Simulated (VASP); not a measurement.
A run of VASP 6.6.1 is set up as follows.

The input INCAR:

```
SYSTEM = TaBr4F
PREC = Accurate
ENCUT = 520
EDIFF = 1E-7
ISMEAR = 0
SIGMA = 0.1
LREAL = .False.
LASPH = .True.
NELM = 150
ALGO = Normal
ISIF = 2
LWAVE = .False.
LCHARG = .False.
ISPIN = 2
MAGMOM = 1 0 0 0 0 0
LORBIT = 11
LMAXMIX = 4
GGA = PE
NBANDS = 36
```

KPOINTS

```
Automatic mesh
0
Gamma
  4 4 4
  0 0 0
```

Contents of POSCAR:

```
TaBr4F
1.0
    4.6811788628      0.0000000000      0.0000000000
    0.0000000000      4.6811788628      0.0000000000
    0.0000000000      0.0000000000      7.8148076853
Ta Br F
1 4 1
Direct
    0.0000000000      0.0000000000      0.0000000000
    0.0000000000      0.0000000000      0.6966977626
    0.5000000000      0.5000000000      0.1790290238
    0.5000000000      0.5000000000      0.8209709762
    0.0000000000      0.0000000000      0.3033022374
    0.5000000000      0.5000000000      0.5000000000
```

Potentials or basis: VASP PAW PBE potentials, release 64 (Ta_pv, Br, F).

The run is started by

```sh
$ cat potpaw_PBE.64/Ta_pv/POTCAR potpaw_PBE.64/Br/POTCAR potpaw_PBE.64/F/POTCAR > POTCAR
$ mpirun -np 1 vasp_std > vasp.out
```

Problem. Estimate the net moment.

Solution. 1.50 μB per cell.

Problem. Predict the pressure.

Solution. 0.1 GPa.

Problem. What does it give for the largest force?

Solution. 0.022 eV/Å.

Problem. What does it give for the site moments?

Solution. Ta +1.17; Br -0.06, -0.03 (each value once); F -0.01 μB.

Forces on the atoms (eV/Å):
```
Ta   0.000  0.000  0.000
Br   0.000  0.000 -0.022
Br   0.000  0.000  0.002
Br   0.000  0.000 -0.002
Br   0.000  0.000  0.022
F    0.000  0.000  0.000
```
